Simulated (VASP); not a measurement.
Here is a VASP 6.6.1 calculation.

INCAR

```
SYSTEM = GaGe
PREC = Accurate
ENCUT = 600
EDIFF = 1E-8
ISMEAR = -1
SIGMA = 0.05
LREAL = .FALSE.
LASPH = .TRUE.
NELM = 80
ALGO = Normal
ISIF = 3
LWAVE = .FALSE.
LCHARG = .FALSE.
GGA = PS
IBRION = 6
NFREE = 2
POTIM = 0.015
NSW = 1
```

The input KPOINTS:

```
regular mesh
0
G
  6 6 6
  0 0 0
```

File POSCAR:

```
GaGe
1.0
    0.0000000000      2.8978440000      2.8978440000
    2.8978440000      0.0000000000      2.8978440000
    2.8978440000      2.8978440000      0.0000000000
Ge Ga
1 1
Direct
    0.0000000000      0.0000000000      0.0000000000
    0.2500000000      0.2500000000      0.2500000000
```

Potentials or basis: VASP PAW PBE potentials, release 64 (Ge_d, Ga_d).

Launch:

```bash
$ cat potpaw_PBE.64/Ge_d/POTCAR potpaw_PBE.64/Ga_d/POTCAR > POTCAR
$ mpirun -np 1 vasp_std > vasp.out
```

(1) Predict the elastic constants C11, C12, C44.

(2) Predict the Voigt bulk modulus.

(3) What does it give for the highest phonon frequency at Γ?

Answers

(1) 34, 55, -36 GPa.

(2) 48 GPa.

(3) 183 cm⁻¹.

Caveat: the cell is under stress, which shifts elastic constants; the elastic tensor has a negative eigenvalue, so either the cell is unstable as it stands or the mesh is too thin; the PAW data sets were made with another functional, which shifts forces and pressure a little.
